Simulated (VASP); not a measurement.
# SnO (Pmn2_1) in VASP: notebook, part 2 of 2

VASP 6.6.1. The steps go on from the part before.

### 3 Single point, PBE+D3(BJ) (17.24 Å³/atom)

Contents of INCAR:

```
SYSTEM = SnO
PREC = Accurate
ENCUT = 520
EDIFF = 1E-6
ISMEAR = 0
SIGMA = 0.05
LREAL = .False.
LASPH = .True.
NELM = 100
ALGO = Normal
ISIF = 2
LWAVE = .False.
LCHARG = .True.
GGA = PE
IVDW = 12
LELF = .True.
LVHAR = .True.
NBANDS = 28
```

Contents of KPOINTS:

```
Automatic mesh
0
Gamma
  10 6 8
  0 0 0
```

Contents of POSCAR:

```
SnO
1.0
    3.3900418654      0.0000000000      0.0000000000
    0.0000000000      5.4539071048      0.0000000000
    0.0000000000      0.0000000000      3.7291416052
Sn O
2 2
Direct
    0.0000000000      0.2345104856      0.5269946555
    0.5000000000      0.7654895144      0.0269946555
    0.0000000000      0.8836051479      0.7230063445
    0.5000000000      0.1163948521      0.2230063445
```

Potentials or basis: VASP PAW PBE potentials, release 64 (Sn_d, O).

Started as:

```sh
cat potpaw_PBE.64/Sn_d/POTCAR potpaw_PBE.64/O/POTCAR > POTCAR
mpirun -np 1 vasp_std > vasp.out
```

OUTCAR:

```text
SYSTEM = SnO
   PREC = Accurate
   ENCUT = 520
   EDIFF = 1E-6
   ISMEAR = 0
   LREAL = .False.
   LASPH = .True.
   NELM = 100
   ISIF = 2
   GGA = PE
   IVDW = 12
 IVDW          = 12

 ion  position               nearest neighbor table
   1  0.000  0.235  0.527-   3 2.05   4 2.14   4 2.14   2 3.59   2 3.59   2 3.59   2 3.59
   2  0.500  0.765  0.027-   4 2.05   3 2.14   3 2.14   1 3.59   1 3.59   1 3.59   1 3.59
   3  0.000  0.884  0.723-   1 2.05   2 2.14   2 2.14
   4  0.500  0.116  0.223-   2 2.05   1 2.14   1 2.14

  LATTYP: Found a simple orthorhombic cell.
[... 952 lines left out ...]
  --------------------------------------------------------------------------------------
  -------------------------------------------------------------------------------------
  Total       2.26083     5.60485     2.74012     0.00000     0.00000     0.00000
  in kB      52.53605   130.24257    63.67350     0.00000     0.00000     0.00000
  external pressure =       82.15 kB  Pullay stress =        0.00 kB

 VOLUME and BASIS-vectors are now :
 -----------------------------------------------------------------------------
  energy-cutoff  :      520.00
  volume of cell :       68.95
      direct lattice vectors                 reciprocal lattice vectors
     3.390041865  0.000000000  0.000000000     0.294981608  0.000000000  0.000000000
     0.000000000  5.453907105  0.000000000     0.000000000  0.183354791  0.000000000
     0.000000000  0.000000000  3.729141605     0.000000000  0.000000000  0.268158227

 POSITION                                       TOTAL-FORCE (eV/Angst)
 -----------------------------------------------------------------------------------
      0.00000      1.27900      1.96524         0.000000      1.616726      0.130002
      1.69502      4.17491      0.10067         0.000000     -1.616726      0.130002
      0.00000      4.81910      2.69619         0.000000     -0.535262     -0.130002
      1.69502      0.63481      0.83162         0.000000      0.535262     -0.130002
 -----------------------------------------------------------------------------------
    total drift:                                0.000000      0.000000      0.000351

  FREE ENERGIE OF THE ION-ELECTRON SYSTEM (eV)
  ---------------------------------------------------
  free  energy   TOTEN  =       -23.0952773726 eV

  energy  without entropy=      -23.0952773726  energy(sigma->0) =      -23.09527737
```

OSZICAR:

```text
N       E                     dE             d eps       ncg     rms          rms(c)
DAV:   1     0.438509442072E+03    0.43851E+03   -0.20354E+04  6912   0.221E+03
DAV:   2     0.413240465586E+02   -0.39719E+03   -0.38156E+03  6916   0.550E+02
DAV:   3    -0.228008407142E+02   -0.64125E+02   -0.62994E+02  7508   0.188E+02
DAV:   4    -0.258697910303E+02   -0.30690E+01   -0.30534E+01  7808   0.438E+01
DAV:   5    -0.259441485577E+02   -0.74358E-01   -0.74347E-01  7408   0.733E+00    0.120E+01
DAV:   6    -0.221710673808E+02    0.37731E+01   -0.16466E+01 10932   0.457E+01    0.500E+00
DAV:   7    -0.221628583585E+02    0.82090E-02   -0.19753E+00  7772   0.899E+00    0.257E+00
DAV:   8    -0.221444242974E+02    0.18434E-01   -0.29551E-01  9804   0.416E+00    0.819E-01
DAV:   9    -0.221345415074E+02    0.98828E-02   -0.49805E-02 10380   0.256E+00    0.223E-01
DAV:  10    -0.221355763795E+02   -0.10349E-02   -0.67234E-03  9424   0.749E-01    0.114E-01
DAV:  11    -0.221353686900E+02    0.20769E-03   -0.11968E-03 10380   0.372E-01    0.204E-02
DAV:  12    -0.221353971819E+02   -0.28492E-04   -0.24035E-04  7164   0.880E-02    0.313E-02
DAV:  13    -0.221353877735E+02    0.94085E-05   -0.46227E-05  9360   0.858E-02    0.280E-03
DAV:  14    -0.221353876544E+02    0.11911E-06   -0.45043E-06  8188   0.191E-02
   1 F= -.23095277E+02 E0= -.23095277E+02  d E =-.340945E-11
```

Wall time 79 s (1 thread of Intel Xeon 6975P-C (Granite Rapids), shared host); peak memory 0.32 GiB.

Results:

```
Free energy                : -23.0953 eV
Pressure                   : 8.2 GPa
Largest force              : 1.622 eV/Å
Band gap on the k mesh     : 1.19 eV (least direct gap 2.12 eV)
Dispersion energy per atom : -0.240 eV
```

Forces on the atoms (eV/Å):
```
Sn   0.000  1.617  0.130
Sn   0.000 -1.617  0.130
O    0.000 -0.535 -0.130
O    0.000  0.535 -0.130
```

Stress tensor (GPa, compression positive):
```
 5.25  0.00  0.00
 0.00 13.02  0.00
 0.00  0.00  6.37
```

Levels at points of the mesh, in eV from the valence-band top:
```tsv
k point	band 18	band 19	band 20	band 21	band 22	band 23
(0.00, 0.00, 0.00)	-3.33	-2.67	0.00	3.11	3.27	6.47
(0.50, 0.00, 0.00)	-3.35	-1.65	-1.65	2.63	2.63	6.07
(0.00, 0.50, 0.00)	-3.37	-2.27	-1.91	3.68	4.46	4.66
(0.50, 0.50, 0.00)	-3.36	-1.46	-1.46	2.06	2.06	6.57
(0.00, 0.00, 0.50)	-4.03	-1.83	-1.83	2.13	2.13	5.81
(0.50, 0.00, 0.50)	-3.99	-1.56	-1.56	1.91	1.91	4.53
(0.00, 0.50, 0.50)	-3.67	-1.69	-1.69	1.77	1.77	6.03
(0.50, 0.50, 0.50)	-4.33	-0.64	-0.64	2.02	2.02	4.35
```

Caveat: the stress differs along the axes, from 5 to 13 GPa; spin-orbit coupling is left out, which moves the levels of the heavy elements; forces of over 1 eV/Å act on the atoms, so gaps and moduli don't describe the material at rest.

### 4 Single point, PBE+D3(BJ) (17.24 Å³/atom)

Contents of INCAR:

```
PREC = Accurate ; ENCUT = 520
EDIFF = 1E-7 ; ISMEAR = 0
SIGMA = 0.05 ; LREAL = F
LASPH = T ; NELM = 80
ALGO = Normal ; ISIF = 2
LWAVE = F ; LCHARG = F
GGA = PE ; IVDW = 12
NBANDS = 28
```

Contents of KPOINTS:

```
Automatic mesh
0
Gamma
  10 6 8
```

Contents of POSCAR:

```
SnO
1.0
    3.1266285175      0.0000000000      0.0000000000
    0.0000000000      5.6790033499      0.0000000000
    0.0000000000      0.0000000000      3.8830525091
Sn O
2 2
Direct
    0.0000000000      0.2345104856      0.5269946555
    0.5000000000      0.7654895144      0.0269946555
    0.0000000000      0.8836051479      0.7230063445
    0.5000000000      0.1163948521      0.2230063445
```

Potentials or basis: VASP PAW PBE potentials, release 64 (Sn_d, O).

Started as:

```sh
cat potpaw_PBE.64/Sn_d/POTCAR potpaw_PBE.64/O/POTCAR > POTCAR
mpirun -np 1 vasp_std > vasp.out
```

OUTCAR:

```text
PREC = Accurate
   ENCUT = 520
   EDIFF = 1E-7
   ISMEAR = 0
   LREAL = F
   LASPH = T
   NELM = 80
   ISIF = 2
   GGA = PE
   IVDW = 12
 IVDW          = 12

 ion  position               nearest neighbor table
   1  0.000  0.235  0.527-   4 2.07   4 2.07   3 2.13   2 3.65   2 3.65   2 3.65   2 3.65
   2  0.500  0.765  0.027-   3 2.07   3 2.07   4 2.13   1 3.65   1 3.65   1 3.65   1 3.65
   3  0.000  0.884  0.723-   2 2.07   2 2.07   1 2.13
   4  0.500  0.116  0.223-   1 2.07   1 2.07   2 2.13

[... 949 lines left out ...]
 E8    (eV) :    -0.4185

  FORCE on cell =-STRESS in cart. coord.  units (eV):
  Direction    XX          YY          ZZ          XY          YZ          ZX
  --------------------------------------------------------------------------------------
  -------------------------------------------------------------------------------------
  Total       6.81263     2.56555     3.39933     0.00000     0.00000     0.00000
  in kB     158.30833    59.61688    78.99177     0.00000     0.00000     0.00000
  external pressure =       98.97 kB  Pullay stress =        0.00 kB

 VOLUME and BASIS-vectors are now :
 -----------------------------------------------------------------------------
  energy-cutoff  :      520.00
  volume of cell :       68.95
      direct lattice vectors                 reciprocal lattice vectors
     3.126628517  0.000000000  0.000000000     0.319833327  0.000000000  0.000000000
     0.000000000  5.679003350  0.000000000     0.000000000  0.176087235  0.000000000
     0.000000000  0.000000000  3.883052509     0.000000000  0.000000000  0.257529353

 POSITION                                       TOTAL-FORCE (eV/Angst)
 -----------------------------------------------------------------------------------
      0.00000      1.33179      2.04635         0.000000      1.135265      0.748066
      1.56331      4.34722      0.10482         0.000000     -1.135265      0.748066
      0.00000      5.01800      2.80747         0.000000      0.233778     -0.748066
      1.56331      0.66101      0.86595         0.000000     -0.233778     -0.748066
 -----------------------------------------------------------------------------------
    total drift:                                0.000000      0.000000     -0.001130

  FREE ENERGIE OF THE ION-ELECTRON SYSTEM (eV)
  ---------------------------------------------------
  free  energy   TOTEN  =       -23.0324530786 eV

  energy  without entropy=      -23.0324530786  energy(sigma->0) =      -23.03245308
```

stdout:

```text
POSCAR found type information on POSCAR SnO
 POSCAR found :  2 types and       4 ions
 scaLAPACK will be used
 LDA part: xc-table for (Slater+PW92), standard interpolation
 POSCAR, INCAR and KPOINTS ok, starting setup
 FFT: planning ... GRIDC
 FFT: planning ... GRID_SOFT
 FFT: planning ... GRID
 WAVECAR not read
 entering main loop
```

Wall time 82 s (1 thread of Intel Xeon 6975P-C (Granite Rapids), shared host); peak memory 0.31 GiB.

Results:

```yaml
Free_energy: -23.0325 eV
Pressure: 9.9 GPa
Largest_force: 1.360 eV/Å
Band_gap_on_the_k_mesh: 1.27 eV (least direct gap 1.59 eV)
Dispersion_energy_per_atom: -0.241 eV
```

Forces on the atoms (eV/Å):
```
Sn   0.000  1.135  0.748
Sn   0.000 -1.135  0.748
O    0.000  0.234 -0.748
O    0.000 -0.234 -0.748
```

Caveat: the stress differs along the axes, from 6 to 16 GPa; spin-orbit coupling is left out, which moves the levels of the heavy elements; forces of over 1 eV/Å act on the atoms, so gaps and moduli don't describe the material at rest.

### 5 Single point, PBE+D3(BJ) (17.24 Å³/atom)

Contents of INCAR:

```
PREC     = Accurate       # precision mode
ENCUT    = 520            # plane-wave cutoff, eV
EDIFF    = 1E-6           # SCF threshold, eV
ISMEAR   = 0              # smearing method
SIGMA    = 0.05           # smearing width, eV
LREAL    = False          # projectors in reciprocal space
LASPH    = True           # aspherical terms in the spheres
NELM     = 100            # most SCF steps
ALGO     = Normal         # electronic algorithm
ISIF     = 2              # what is computed and relaxed
LWAVE    = False          # write WAVECAR
LCHARG   = False          # write CHGCAR
GGA      = PE             # functional
IVDW     = 12             # dispersion correction
NBANDS   = 28             # bands
```

KPOINTS is that of step 4.

Contents of POSCAR:

```
SnO
1.0
    3.0026879345      0.0000000000      0.0000000000
    0.0000000000      5.7950230506      0.0000000000
    0.0000000000      0.0000000000      3.9623816734
Sn O
2 2
Direct
    0.0000000000      0.2345104856      0.5269946555
    0.5000000000      0.7654895144      0.0269946555
    0.0000000000      0.8836051479      0.7230063445
    0.5000000000      0.1163948521      0.2230063445
```

Started as:

```sh
cat potpaw_PBE.64/Sn_d/POTCAR potpaw_PBE.64/O/POTCAR > POTCAR
mpirun -np 1 vasp_std > vasp.out
```

Run time: 77 s. Hardware: 1 thread of Intel Xeon 6975P-C (Granite Rapids), shared host; peak memory 0.32 GiB.

The run converged. Its results:

```
Free energy                : -22.8037 eV
Pressure                   : 11.7 GPa
Largest force              : 1.410 eV/Å
Band gap on the k mesh     : 1.27 eV (least direct gap 1.41 eV)
Dispersion energy per atom : -0.241 eV
```

Forces on the atoms (eV/Å):
```
Sn   0.000  0.940  1.051
Sn   0.000 -0.940  1.051
O    0.000  0.548 -1.051
O    0.000 -0.548 -1.051
```

Stress tensor (GPa, compression positive):
```
23.41  0.00  0.00
 0.00  2.88  0.00
 0.00  0.00  8.68
```

Levels at points of the mesh, in eV from the valence-band top:
| k point | band 17 | band 18 | band 19 | band 20 | band 21 | band 22 | band 23 | band 24 |
| --- | --- | --- | --- | --- | --- | --- | --- | --- |
| (0.00, 0.00, 0.00) | -3.54 | -2.58 | -2.51 | -0.27 | 3.34 | 3.36 | 6.77 | 6.90 |
| (0.50, 0.00, 0.00) | -2.89 | -2.89 | -0.79 | -0.79 | 2.30 | 2.30 | 6.04 | 6.04 |
| (0.00, 0.50, 0.00) | -3.52 | -2.53 | -2.08 | -1.67 | 2.59 | 4.83 | 5.49 | 6.76 |
| (0.50, 0.50, 0.00) | -2.90 | -2.90 | -0.65 | -0.65 | 1.98 | 1.98 | 6.64 | 6.64 |
| (0.00, 0.00, 0.50) | -2.95 | -2.95 | -1.61 | -1.61 | 3.32 | 3.32 | 5.53 | 5.53 |
| (0.50, 0.00, 0.50) | -3.57 | -3.57 | -0.75 | -0.75 | 2.33 | 2.33 | 4.98 | 4.98 |
| (0.00, 0.50, 0.50) | -2.95 | -2.95 | -1.74 | -1.74 | 2.24 | 2.24 | 6.70 | 6.70 |
| (0.50, 0.50, 0.50) | -3.77 | -3.77 | -0.12 | -0.12 | 2.59 | 2.59 | 4.42 | 4.42 |

Caveat: the stress differs along the axes, from 3 to 23 GPa; spin-orbit coupling is left out, which moves the levels of the heavy elements; forces of over 1 eV/Å act on the atoms, so gaps and moduli don't describe the material at rest. A k mesh can miss the band edges.

### 6 Overview

| cell | gap on the mesh (eV) | pressure (GPa) | largest force (eV/Å) |
| --- | --- | --- | --- |
| a = 2.884, b = 5.913, c = 4.043 Å, 4 atoms | 1.27 | 14.1 | 1.59 |
| a = 3.390, b = 5.454, c = 3.729 Å, 4 atoms | 1.19 | 8.2 | 1.62 |
| a = 3.127, b = 5.679, c = 3.883 Å, 4 atoms | 1.27 | 9.9 | 1.36 |
| a = 3.003, b = 5.795, c = 3.962 Å, 4 atoms | 1.27 | 11.7 | 1.41 |

Alike in all rows: task single point; level PBE+D3(BJ); potentials or basis VASP PAW PBE potentials, release 64 (Sn_d, O); no spin polarisation; k mesh 10 × 6 × 8; cutoff (eV) 520; smearing gaussian 0.05 eV.

Caveats: spin-orbit coupling is left out, which moves the levels of the heavy elements; forces of over 1 eV/Å act on the atoms, so gaps and moduli don't describe the material at rest; the stress differs along the axes, from 0 to 33 GPa (at least some runs); the stress differs along the axes, from 5 to 13 GPa (at least some runs); the stress differs along the axes, from 6 to 16 GPa (at least some runs); the stress differs along the axes, from 3 to 23 GPa (at least some runs).

Absolute energies hang on the potentials; compare differences alone.
